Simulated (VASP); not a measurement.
Set up this calculation in VASP 6.6.1, as the native input.

| Quantity | Value |
| --- | --- |
| Task | single point |
| Functional | PBE |
| Potentials or basis | VASP PAW PBE potentials, release 64 (Hf_pv, O) |
| Cutoff | 520 eV |
| k mesh | 6 × 6 × 6 |
| Occupations | gaussian, width 0.02 eV |
| Spin | no spin polarisation |
| Dipole correction | no |
| Further INCAR settings | ALGO = Normal; EDIFF = 1e-06; NBANDS = 56 |

The structure of HfO2 lies in POSCAR:

```
HfO2
1.0
    5.0292064278      0.0000000000      0.0385145517
    0.0000000000      5.1993065967      0.0000000000
   -0.8044840558      0.0000000000      5.0957984562
Hf O
4 8
Direct
    0.2772016890      0.0405875517      0.2094852215
    0.7227983110      0.5405875517      0.2905147785
    0.7227983110      0.9594124483      0.7905147785
    0.2772016890      0.4594124483      0.7094852215
    0.4433702600      0.7609821727      0.4855293064
    0.5566297400      0.2609821727      0.0144706936
    0.5566297400      0.2390178273      0.5144706936
    0.4433702600      0.7390178273      0.9855293064
    0.0845263201      0.3616086201      0.3191900338
    0.9154736799      0.8616086201      0.1808099662
    0.9154736799      0.6383913799      0.6808099662
    0.0845263201      0.1383913799      0.8191900338
```

The input as run:

INCAR

```
  ALGO = Normal
  EDIFF = 1E-6
  ENCUT = 520
  GGA = PE
  ISIF = 2
  ISMEAR = 0
  LASPH = T
  LCHARG = F
  LREAL = F
  LWAVE = F
  NBANDS = 56
  NELM = 100
  PREC = Accurate
  SIGMA = 0.02
```

KPOINTS

```
k-points
0
Gamma
  6 6 6
```

Potentials or basis: VASP PAW PBE potentials, release 64 (Hf_pv, O).

The run is started by

```console
$ cat potpaw_PBE.64/Hf_pv/POTCAR potpaw_PBE.64/O/POTCAR > POTCAR
$ mpirun -np 1 vasp_std > vasp.out
```

Results of the run:

| Item | Value |
| --- | --- |
| Pressure | 7.4 GPa |
| Largest force | 0.068 eV/Å |
| Band gap on the k mesh | 4.32 eV (least direct gap 4.41 eV) |

Caveat: the cell stands under pressure; spin-orbit coupling is left out, which moves the levels of the heavy elements.

Run time: 11 min on 1 thread of Intel(R) Xeon(R) Platinum 8259CL CPU @ 2.50GHz (Skylake/Cascade Lake) (shared host), peak memory 0.53 GiB.
